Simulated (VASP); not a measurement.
# CuI (Pm-3m) in VASP: settings compared

Aim: see how the results for CuI move with the level of theory and the settings. Levels: HSE06, PBE-based global hybrid with 50 % exact exchange, PBE-based screened hybrid with 30 % exact exchange. Tasks: single point.

Program: VASP 6.6.1. These are calculated values, not measurements. Logs are shortened: lines on timing, memory, paths and dates and some standing lists are left out, and cuts for length are marked.

### Step 1. The cell of the first run

It takes space group Pm-3m (No. 221, cubic). The conventional cell has a = 3.661 Å, b = 3.661 Å, c = 3.661 Å, α = 90.00°, β = 90.00°, γ = 90.00°. Within 4.2 Å of Cu (site symmetry m-3m) lie 8 I at 3.17 Å and 6 Cu at 3.66 Å. I (site symmetry m-3m) has 8 Cu at 3.17 Å and 6 I at 3.66 Å within 4.2 Å.

### Step 2. Single point, HSE06

The input, POSCAR:

```
CuI
1.0
    3.6613896554      0.0000000000      0.0000000000
    0.0000000000      3.6613896554      0.0000000000
    0.0000000000      0.0000000000      3.6613896554
Cu I
1 1
Direct
    0.0000000000      0.0000000000      0.0000000000
    0.5000000000      0.5000000000      0.5000000000
```

The input, INCAR.step1:

```
SYSTEM = CuI
PREC = Accurate ; ENCUT = 520
EDIFF = 1E-5 ; ISMEAR = -1
SIGMA = 0.02 ; LREAL = .FALSE.
LASPH = .TRUE. ; NELM = 100
ALGO = Normal ; ISIF = 2
LWAVE = .TRUE. ; LCHARG = .FALSE.
GGA = PE ; NBANDS = 16
```

The input, INCAR.step2:

```
SYSTEM = CuI
PREC = Accurate ; ENCUT = 520
EDIFF = 1E-6 ; ISMEAR = -1
SIGMA = 0.02 ; LREAL = .FALSE.
LASPH = .TRUE. ; NELM = 100
ALGO = Normal ; ISIF = 2
LWAVE = .FALSE. ; LCHARG = .FALSE.
GGA = PE ; LHFCALC = .TRUE.
HFSCREEN = 0.2079 ; PRECFOCK = Normal
ISTART = 1 ; NBANDS = 16
```

The input, KPOINTS:

```
Automatic mesh
0
G
  4 4 4
  0 0 0
```

Potentials or basis: VASP PAW PBE potentials, release 64 (Cu, I).

Command:

```console
> cat potpaw_PBE.64/Cu/POTCAR potpaw_PBE.64/I/POTCAR > POTCAR
> cp INCAR.step1 INCAR
> mpirun -np 1 vasp_std > vasp.out
> cp INCAR.step2 INCAR
> mpirun -np 1 vasp_std > vasp.out
```

OUTCAR:

```text
SYSTEM = CuI
   PREC = Accurate
   ENCUT = 520
   EDIFF = 1E-6
   ISMEAR = -1
   LREAL = .FALSE.
   LASPH = .TRUE.
   NELM = 100
   ISIF = 2
   GGA = PE
   LHFCALC = .TRUE.
   HFSCREEN = 0.2079
   PRECFOCK = Normal
   ISTART = 1

 ion  position               nearest neighbor table
   1  0.000  0.000  0.000-   2 3.17   2 3.17   2 3.17   2 3.17   2 3.17   2 3.17   2 3.17   2 3.17

   2  0.500  0.500  0.500-   1 3.17   1 3.17   1 3.17   1 3.17   1 3.17   1 3.17   1 3.17   1 3.17

  LATTYP: Found a simple cubic cell.
 ALAT       =     3.6613896554

  Lattice vectors:

 A1 = (   3.6613896554,   0.0000000000,   0.0000000000)
 A2 = (   0.0000000000,   3.6613896554,   0.0000000000)
 A3 = (   0.0000000000,   0.0000000000,   3.6613896554)

Analysis of symmetry for initial positions (statically):
=====================================================================
 Subroutine PRICEL returns:
 Original cell was already a primitive cell.

 Routine SETGRP: Setting up the symmetry group for a
 simple cubic supercell.

 Subroutine GETGRP returns: Found 48 space group operations
 (whereof 48 operations were pure point group operations)
 out of a pool of 48 trial point group operations.

The static configuration has the point symmetry O_h .

Analysis of symmetry for dynamics (positions and initial velocities):
=====================================================================
 Subroutine PRICEL returns:
 Original cell was already a primitive cell.

 Routine SETGRP: Setting up the symmetry group for a
 simple cubic supercell.

 Subroutine GETGRP returns: Found 48 space group operations
 (whereof 48 operations were pure point group operations)
 out of a pool of 48 trial point group operations.

The dynamic configuration has the point symmetry O_h .

 Subroutine INISYM returns: Found 48 space group operations
 (whereof 48 operations are pure point group operations),
 and found     1 'primitive' translations

----------------------------------------------------------------------------------------

                                     Primitive cell

  volume of cell :      49.0838

  direct lattice vectors                    reciprocal lattice vectors
     3.661389655  0.000000000  0.000000000     0.273120343  0.000000000  0.000000000
     0.000000000  3.661389655  0.000000000     0.000000000  0.273120343  0.000000000
     0.000000000  0.000000000  3.661389655     0.000000000  0.000000000  0.273120343

  length of vectors
     3.661389655  3.661389655  3.661389655     0.273120343  0.273120343  0.273120343

  position of ions in fractional coordinates (direct lattice)
     0.000000000  0.000000000  0.000000000
     0.500000000  0.500000000  0.500000000

  ion indices of the primitive-cell ions
   primitive index   ion index
                 1           1
                 2           2

----------------------------------------------------------------------------------------

 KPOINTS: Automatic mesh

Automatic generation of k-mesh.
 Grid dimensions read from file:
 generate k-points for:    4    4    4

 Generating k-lattice:

  Cartesian coordinates                     Fractional coordinates (reciprocal lattice)
     0.068280086  0.000000000  0.000000000     0.250000000  0.000000000  0.000000000
     0.000000000  0.068280086  0.000000000     0.000000000  0.250000000  0.000000000
     0.000000000  0.000000000  0.068280086     0.000000000  0.000000000  0.250000000

  Length of vectors
     0.068280086  0.068280086  0.068280086

  Shift w.r.t. Gamma in fractional coordinates (k-lattice)
     0.000000000  0.000000000  0.000000000

 Subroutine IBZKPT returns following result:
 ===========================================

 Found     10 irreducible k-points:

 Following reciprocal coordinates:
            Coordinates               Weight
  0.000000  0.000000  0.000000      1.000000
  0.250000  0.000000  0.000000      6.000000
  0.500000  0.000000  0.000000      3.000000
  0.250000  0.250000  0.000000     12.000000
  0.500000  0.250000  0.000000     12.000000
  0.500000  0.500000  0.000000      3.000000
  0.250000  0.250000  0.250000      8.000000
  0.500000  0.250000  0.250000     12.000000
  0.500000  0.500000  0.250000      6.000000
  0.500000  0.500000  0.500000      1.000000
   k-points           NKPTS =     10   k-points in BZ     NKDIM =     64   number of bands    NBANDS=     16
   number of dos      NEDOS =    301   number of ions     NIONS =      2
   total plane-waves  NPLWV =  21952
   dimension x,y,z NGX =    28 NGY =   28 NGZ =   28
   dimension x,y,z NGXF=    56 NGYF=   56 NGZF=   56
   ions per type =               1   1
   NGX,Y,Z   is equivalent  to a cutoff of  12.71, 12.71, 12.71 a.u.
   NGXF,Y,Z  is equivalent  to a cutoff of  25.43, 25.43, 25.43 a.u.
 SYSTEM =  CuI
   PREC   = accura    normal or accurate (medium, high low for compatibility)
   ISTART =      1    job   : 0-new  1-cont  2-samecut
   ICHARG =      0    charge: 1-file 2-atom 10-const
   ISPIN  =      1    spin polarized calculation?
   LNONCOLLINEAR =      F non collinear calculations
   LSORBIT =      F    spin-orbit coupling
   LASPH  =      T    aspherical Exc in radial PAW
   ENCUT  =  520.0 eV  38.22 Ry    6.18 a.u.   6.81  6.81  6.81*2*pi/ulx,y,z
   NELM   =    100;   NELMIN=  2; NELMDL=  0     # of ELM steps
   EDIFF  = 0.1E-05   stopping-criterion for ELM
   LREAL  =      F    real-space projection
   EDIFFG = 0.1E-04   stopping-criterion for IOM
   NSW    =      0    number of steps for IOM
   IBRION =     -1    ionic relax: 0-MD 1-quasi-New 2-CG
   NFREE  =      0    steps in history (QN), initial steepest desc. (CG)
   ISIF   =      2    stress and relaxation
   ISYM   =      3    0-nonsym 1-usesym 2-fastsym
   POTIM  = 0.5000    time-step for ionic-motion
   TEBEG  =    0.0;   TEEND  =   0.0 temperature during run
   PSTRESS=    0.0 pullay stress
   NELECT =      18.0000    total number of electrons
   NUPDOWN=      -1.0000    fix difference up-down
   EMIN   =  10.00;   EMAX   =-10.00  energy-range for DOS
   EFERMI =   0.00;   METHOD = LEGACY
   ISMEAR =    -1;   SIGMA  =   0.02  broadening in eV -4-tet -1-fermi 0-gaus
   EFERMI_NEDOS =   21; number of points for ismear=-14 and -15
   IALGO  =     38    algorithm
   IMIX   =      1    mixing-type and parameters
     AMIX     =   0.40;   BMIX     =  1.00
     AMIX_MAG =   1.60;   BMIX_MAG =  1.00
  volume/ion in A,a.u.               =      24.54       165.62
  Fermi-wavevector in a.u.,A,eV,Ry     =   1.171799  2.214379 18.682329  1.373112
  Thomas-Fermi vector in A             =   2.308237
   LORBIT       =      0    0 simple, 1 ext, 2 COOP (PROOUT), +10 PAW based schemes
   GGA     = PE    functional components
   LHFCALC =     T    Hartree Fock is set to
   PRECFOCK=normal    Normal, Fast or Accurate (Low or Medium for compatibility)
   ENCUT4O =  -1.0   cutoff for four orbital integrals eV
   NKREDX  =     1    reduce k-point grid by
   NKREDY  =     1    reduce k-point grid by
   NKREDZ  =     1    reduce k-point grid by
   AEXX    =    0.2500 exact exchange contribution
   HFSCREEN=    0.2079 screening length (either q_TF or 0.3 A-1)
   HFSCREENC=   0.2079 screening length for correlation (either q_TF or 0.3 A-1)
   ENCUTFOCK=  -1.0 apply spherical cutoff to Coloumb kernel
   IVDW    =     0    specifies the selected vdW correction
   LEPSILON=     F    determine dielectric tensor
   LRPA    =     F    only Hartree local field effects (RPA)
 non-spin polarized calculation
  energy-cutoff  :      520.00
  volume of cell :       49.08
 maximum number of plane-waves:      1357
 NGX is ok and might be reduce to    28
  NGX = 24; NGY = 24; NGZ = 24

 number of electron      18.0000020 magnetization

 Free energy of the ion-electron system (eV)
  ---------------------------------------------------
  ext. energy  EPLUGINS =         0.00000000
  ---------------------------------------------------
  free energy    TOTEN  =        -4.96536748 eV

  energy without entropy =       -4.96536722  energy(sigma->0) =       -4.96536735

 E-fermi :   5.2086     XC(G=0):  -8.1616

 val. band max:        4.9384534551   @ k =   0.5000   0.0000   0.0000
 cond. band min:       5.4531083560   @ k =   0.5000   0.5000   0.0000
 fundamental gap:      0.5146549008
 Fermi energy:         5.2086082408

 k-point     1 :       0.0000    0.0000    0.0000
  band No.  band energies     occupation
      1      -9.7785      2.00000
      2       2.0473      2.00000
      3       2.0473      2.00000
      4       2.3776      2.00000
      5       2.3776      2.00000
      6       2.3776      2.00000
[... 8 lines left out ...]
     15      16.7404      0.00000
     16      19.7052      0.00000

 k-point     2 :       0.2500    0.0000    0.0000
  band No.  band energies     occupation
      1      -9.4067      2.00000
      2       0.3298      2.00000
      3       2.0556      2.00000
      4       2.0556      2.00000
      5       2.0887      2.00000
      6       2.3859      2.00000
[... 8 lines left out ...]
     15      15.8133      0.00000
     16      17.8097      0.00000

 k-point     3 :       0.5000    0.0000    0.0000
  band No.  band energies     occupation
      1      -8.9503      2.00000
      2      -1.4024      2.00000
      3       1.8663      2.00000
      4       1.8663      2.00000
      5       2.1305      2.00000
      6       2.3945      2.00000
[... 8 lines left out ...]
     15      15.8991      0.00000
     16      20.3160      0.00000

 k-point     4 :       0.2500    0.2500    0.0000
  band No.  band energies     occupation
      1      -9.0591      2.00000
      2       0.4645      2.00000
      3       1.1498      2.00000
      4       2.0850      2.00000
      5       2.1953      2.00000
      6       2.3154      2.00000
[... 8 lines left out ...]
     15      16.6429      0.00000
     16      17.0060      0.00000
[... 58 lines left out ...]
 k-point     8 :       0.5000    0.2500    0.2500
  band No.  band energies     occupation
      1      -8.3275      2.00000
      2      -0.3148      2.00000
      3       1.1263      2.00000
      4       1.9822      2.00000
      5       2.3208      2.00000
      6       2.3248      2.00000
[... 8 lines left out ...]
     15      16.7556      0.00000
     16      18.9433      0.00000

 k-point     9 :       0.5000    0.5000    0.2500
  band No.  band energies     occupation
      1      -7.9592      2.00000
      2       0.2429      2.00000
      3       0.2429      2.00000
      4       1.4718      2.00000
      5       2.3664      2.00000
      6       2.6006      2.00000
[... 8 lines left out ...]
     15      20.5024      0.00000
     16      20.5024      0.00000

 k-point    10 :       0.5000    0.5000    0.5000
  band No.  band energies     occupation
      1      -7.5860      2.00000
      2       0.3087      2.00000
      3       0.3087      2.00000
      4       0.3087      2.00000
      5       2.6084      2.00000
      6       2.6084      2.00000
[... 8 lines left out ...]
     15      23.3586      0.00000
     16      23.3586      0.00000

------------------------ aborting loop because EDIFF is reached ----------------------------------------

  FORCE on cell =-STRESS in cart. coord.  units (eV):
  Direction    XX          YY          ZZ          XY          YZ          ZX
  --------------------------------------------------------------------------------------
  -------------------------------------------------------------------------------------
  Total        0.5067333      0.5067333      0.5067333      0.0000000      0.0000000     -0.0000000
  in kB       16.5406344     16.5406344     16.5406344      0.0000000      0.0000000     -0.0000000
  external PRESSURE =      16.5406344 kB  Pullay stress =       0.0000000 kB

 VOLUME and BASIS-vectors are now :
 -----------------------------------------------------------------------------
  energy-cutoff  :      520.00
  volume of cell :       49.08
      direct lattice vectors                 reciprocal lattice vectors
     3.661389655  0.000000000  0.000000000     0.273120343  0.000000000  0.000000000
     0.000000000  3.661389655  0.000000000     0.000000000  0.273120343  0.000000000
     0.000000000  0.000000000  3.661389655     0.000000000  0.000000000  0.273120343

 POSITION                                       TOTAL-FORCE (eV/Angst)
 -----------------------------------------------------------------------------------
      0.00000      0.00000      0.00000         0.000000      0.000000      0.000000
      1.83069      1.83069      1.83069         0.000000      0.000000      0.000000
 -----------------------------------------------------------------------------------
    total drift:                               -0.000000      0.000000      0.000001

  FREE ENERGIE OF THE ION-ELECTRON SYSTEM (eV)
  ---------------------------------------------------
  free  energy   TOTEN  =        -4.9653674836 eV

  energy  without entropy=       -4.9653672241  energy(sigma->0) =       -4.96536735
```

Run time: 24 min. Hardware: 1 thread of AMD EPYC, shared host; peak memory 0.25 GiB.

What came out:

* Free energy: -4.9654 eV
* Pressure: 1.7 GPa
* Band gap on the k mesh: 0.51 eV (least direct gap 0.56 eV)

Caveat: the k points lie up to 0.43 Å⁻¹ apart; the PAW data sets were made with another functional, which shifts forces and pressure a little; spin-orbit coupling is left out, which moves the levels of the heavy elements.

### Step 3. Single point, PBE-based global hybrid with 50 % exact exchange

POSCAR is that of step 2.

The input, INCAR.step1:

```
ALGO = Normal
EDIFF = 1E-5
ENCUT = 520
GGA = PE
ISIF = 2
ISMEAR = -1
LASPH = T
LCHARG = F
LREAL = F
LWAVE = T
NBANDS = 16
NELM = 80
PREC = Accurate
SIGMA = 0.02
```

The input, INCAR.step2:

```
AEXX = 0.5
ALGO = Normal
EDIFF = 1E-6
ENCUT = 520
GGA = PE
ISIF = 2
ISMEAR = -1
ISTART = 1
LASPH = T
LCHARG = F
LHFCALC = T
LREAL = F
LWAVE = F
NBANDS = 16
NELM = 80
PREC = Accurate
PRECFOCK = Normal
SIGMA = 0.02
```

The input, KPOINTS:

```
k-points
0
Gamma
  4 4 4
```

Potentials or basis: VASP PAW PBE potentials, release 64 (Cu, I).

Command:

```console
> cat potpaw_PBE.64/Cu/POTCAR potpaw_PBE.64/I/POTCAR > POTCAR
> cp INCAR.step1 INCAR
> mpirun -np 1 vasp_std > vasp.out
> cp INCAR.step2 INCAR
> mpirun -np 1 vasp_std > vasp.out
```

It took 23 min on 1 thread of AMD EPYC, shared host; peak memory 0.15 GiB.

Results (log left out):

- Free energy: -7.3618 eV
- Pressure: 1.8 GPa
- Band gap on the k mesh: 3.02 eV

Levels at points of the mesh, in eV from the valence-band top:
```tsv
k point	band 7	band 8	band 9	band 10	band 11	band 12
(0.00, 0.00, 0.00)	-1.53	-1.53	-1.53	3.49	8.93	8.93
(0.50, 0.00, 0.00)	-3.44	-0.11	-0.11	7.09	8.50	10.02
(0.50, 0.50, 0.00)	-3.80	-3.56	0.00	3.02	11.37	11.51
(0.50, 0.50, 0.50)	-2.04	-2.04	-2.04	5.15	5.15	5.15
```

Caveat: the k points lie up to 0.43 Å⁻¹ apart; the PAW data sets were made with another functional, which shifts forces and pressure a little; spin-orbit coupling is left out, which moves the levels of the heavy elements. A k mesh can miss the band edges.

### Step 4. Single point, PBE-based screened hybrid with 30 % exact exchange

POSCAR is that of step 3.

The input, INCAR.step1:

```
SYSTEM = CuI
PREC = Accurate
ENCUT = 520
EDIFF = 1E-5
ISMEAR = -1
SIGMA = 0.02
LREAL = .FALSE.
LASPH = .TRUE.
NELM = 60
ALGO = Normal
ISIF = 2
LWAVE = .TRUE.
LCHARG = .FALSE.
NBANDS = 16
GGA = PE
```

The input, INCAR.step2:

```
SYSTEM = CuI
PREC = Accurate
ENCUT = 520
EDIFF = 1E-7
ISMEAR = -1
SIGMA = 0.02
LREAL = .FALSE.
LASPH = .TRUE.
NELM = 60
ALGO = Normal
ISIF = 2
LWAVE = .FALSE.
LCHARG = .FALSE.
GGA = PE
LHFCALC = .TRUE.
AEXX = 0.3
HFSCREEN = 0.3
PRECFOCK = Normal
NBANDS = 16
ISTART = 1
```

The input, KPOINTS:

```
regular mesh
0
G
  4 4 4
  0 0 0
```

Command:

```console
> cat potpaw_PBE.64/Cu/POTCAR potpaw_PBE.64/I/POTCAR > POTCAR
> cp INCAR.step1 INCAR
> mpirun -np 1 vasp_std > vasp.out
> cp INCAR.step2 INCAR
> mpirun -np 1 vasp_std > vasp.out
```

Wall time 25 min (1 thread of AMD EPYC, shared host); peak memory 0.25 GiB.

The run converged. Its results:

| Item | Value |
| --- | --- |
| Free energy | -4.9625 eV |
| Pressure | 1.9 GPa |
| Band gap on the k mesh | 0.50 eV (least direct gap 0.52 eV) |

Levels at points of the mesh, in eV from the valence-band top:
```
           k point  band 7  band 8  band 9  band 10  band 11  band 12
(0.00, 0.00, 0.00)   -1.44   -1.44   -1.44     0.85     6.45     6.45
(0.50, 0.00, 0.00)   -2.41    0.00    0.00     4.55     5.46     7.45
(0.50, 0.50, 0.00)   -2.69   -2.47   -0.01     0.50     8.65     8.65
(0.50, 0.50, 0.50)   -1.43   -1.43   -1.43     2.74     2.74     2.74
```

Caveat: the k points lie up to 0.43 Å⁻¹ apart; the PAW data sets were made with another functional, which shifts forces and pressure a little; spin-orbit coupling is left out, which moves the levels of the heavy elements. A k mesh can miss the band edges.

### Step 5. Single point, HSE06

POSCAR is that of step 4.

The input, INCAR.step1:

```
PREC = Accurate ; ENCUT = 520
EDIFF = 1E-5 ; ISMEAR = -1
SIGMA = 0.02 ; LREAL = F
LASPH = T ; NELM = 80
ALGO = Normal ; ISIF = 2
LWAVE = T ; LCHARG = F
NBANDS = 16 ; GGA = PE
```

The input, INCAR.step2:

```
PREC = Accurate ; ENCUT = 520
EDIFF = 1E-7 ; ISMEAR = -1
SIGMA = 0.02 ; LREAL = F
LASPH = T ; NELM = 80
ALGO = Normal ; ISIF = 2
LWAVE = F ; LCHARG = F
GGA = PE ; LHFCALC = T
HFSCREEN = 0.2079 ; PRECFOCK = Normal
NBANDS = 16 ; ISTART = 1
```

The input, KPOINTS:

```
regular mesh
0
Gamma
  4 4 4
```

Command:

```console
> cat potpaw_PBE.64/Cu/POTCAR potpaw_PBE.64/I/POTCAR > POTCAR
> cp INCAR.step1 INCAR
> mpirun -np 1 vasp_std > vasp.out
> cp INCAR.step2 INCAR
> mpirun -np 1 vasp_std > vasp.out
```

Wall time 31 min (1 thread of AMD EPYC, shared host); peak memory 0.25 GiB.

It converged, with:

| Property | Result |
| --- | --- |
| Free energy | -4.9654 eV |
| Pressure | 1.8 GPa |
| Band gap on the k mesh | 0.51 eV (least direct gap 0.56 eV) |

Levels at points of the mesh, in eV from the valence-band top:
```csv
k point,band 6,band 7,band 8,band 9,band 10,band 11,band 12,band 13
"(0.00, 0.00, 0.00)",-2.56,-1.47,-1.47,-1.47,0.81,6.49,6.49,11.80
"(0.50, 0.00, 0.00)",-2.54,-2.30,0.00,0.00,4.55,5.44,7.49,7.58
"(0.50, 0.50, 0.00)",-2.69,-2.57,-2.35,-0.05,0.51,8.65,8.65,8.77
"(0.50, 0.50, 0.50)",-2.33,-1.34,-1.34,-1.34,2.76,2.76,2.76,3.56
```

Caveat: the k points lie up to 0.43 Å⁻¹ apart; the PAW data sets were made with another functional, which shifts forces and pressure a little; spin-orbit coupling is left out, which moves the levels of the heavy elements. A k mesh can miss the band edges.

### Step 6. Summary

```tsv
level	share of exact exchange	screening parameter	gap on the mesh (eV)	pressure (GPa)
HSE06	0.25	0.2079 1/Å	0.51	1.8
PBE-based global hybrid with 50 % exact exchange	0.5	-	3.02	1.8
PBE-based screened hybrid with 30 % exact exchange	0.3	0.3 1/Å	0.50	1.9
```

Alike in all rows: task single point; potentials or basis VASP PAW PBE potentials, release 64 (Cu, I); no spin polarisation; cell as given; k mesh 4 × 4 × 4; cutoff (eV) 520; smearing fermi-dirac 0.02 eV.

Caveats: all runs use coarse meshes; the PAW data sets were made with another functional, which shifts forces and pressure a little; spin-orbit coupling is left out, which moves the levels of the heavy elements.

Absolute energies hang on the potentials; compare differences alone.
